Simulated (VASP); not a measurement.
# V: relaxation of cell and atoms with PBE

The system is V.

```
V
1.0
     2.12665    0.00000    0.00000
     0.00000    2.12665    0.00000
     0.00000    0.00000    2.12665
V
1
Direct
  0.00000 0.00000 0.00000
```

| Item | Value |
| --- | --- |
| Program | VASP 6.6.1 |
| Task | relaxation of cell and atoms |
| Functional | PBE |
| Potentials or basis | VASP PAW PBE potentials, release 64 (V_sv) |
| Cutoff | 600 eV |
| k mesh | 18 × 18 × 18 |
| Occupations | fermi-dirac, width 0.1 eV |
| Spin | no spin polarisation |
| Target pressure | 130 GPa |
| Dipole correction | no |
| Further INCAR settings | ALGO = Normal; EDIFF = 1e-06; IBRION = 2; EDIFFG = -0.005; NSW = 32; ISIF = 3 |

The relaxed volume is 9.69 Å³/atom. The relaxed cell is a = 2.132 Å, b = 2.132 Å, c = 2.132 Å, α = 90.00°, β = 90.00°, γ = 90.00° and the space group after relaxing (to 0.05 Å) is Pm-3m (No. 221). The energy change on relaxing (the enthalpy is what falls) is -58.0 meV/atom, the ionic steps are 3 and the pressure after relaxing is 130.0 GPa.

Step by step:
```csv
step,energy change (eV),largest force (eV/Å),pressure (GPa),volume (Å³)
1,0.0000,0.0000,134.06,9.62
2,-0.2662,0.0000,114.92,9.96
3,-0.0580,0.0000,129.96,9.69
```

Final structure:
```yaml
crystal:
  lattice:
    - [2.13182, 0.00000, 0.00000]
    - [0.00000, 2.13182, 0.00000]
    - [0.00000, 0.00000, 2.13182]
  atoms:
    - { symbol: V, position: [0.00000, 0.00000, 0.00000] }
```

Levels at points of the mesh, in eV from the Fermi level:
```
           k point  band 5  band 6  band 7  band 8  band 9  band 10
(0.00, 0.00, 0.00)   -7.05   -3.90   -3.90    5.52    5.52     5.52
(0.50, 0.00, 0.00)   -2.60   -2.27    0.71    1.93    1.93     5.86
(0.50, 0.50, 0.00)   -6.60   -0.90    2.75    2.75    7.72     9.69
(0.50, 0.50, 0.50)   -3.95   -3.95   -3.95    7.92    7.92    10.60
```

It took 28 s on 1 thread of Intel Xeon 6975P-C, on a shared host, peak memory 0.14 GiB.

Caveat: the cell is relaxed towards a set pressure, so the enthalpy falls and the energy may rise.
